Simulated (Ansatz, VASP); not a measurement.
One calculation of C2N, two programs

```
C N
1.0
     2.42486    0.00000    0.00000
     0.00000    2.42486    0.00000
     0.00000    0.00000    8.34192
C N
4 2
Direct
  0.00000 0.00000 0.00000
  0.50000 0.50000 0.00000
  0.00000 0.50000 0.41258
  0.50000 0.00000 0.58742
  0.00000 0.50000 0.59123
  0.50000 0.00000 0.40877
```

Change from the starting cell: species swapped into the YTe2 type (P4/nmm, No. 129).

Alike in both runs: functional PBE; k mesh 16 × 16 × 6; occupations gaussian, width 0.1 eV; no spin polarisation.

Ansatz relaxed the structure, and its values are those at the end. VASP's run is a single point on that final structure, the one shown.

|  | VASP | Ansatz |
| --- | --- | --- |
| version | VASP 6.6.1 | Ansatz 0.2.0 |
| potentials or method | VASP PAW PBE potentials, release 64 (C, N), cutoff 520 eV | scalar-relativistic, plane waves, PAW |
| valence electrons in the cell | 26 | 26 |

|  | VASP | Ansatz | Ansatz less VASP |
| --- | --- | --- | --- |
| gap on the k mesh at the Fermi level (eV) | none | none | - |
| pressure (GPa) | 0.3 | 0.0 | -0.30 |
| rms of the force components (eV/Å) | 0.043 | 0.000 | -0.0423 |

A gap of «none» marks a metal or a gap that the smearing closes.
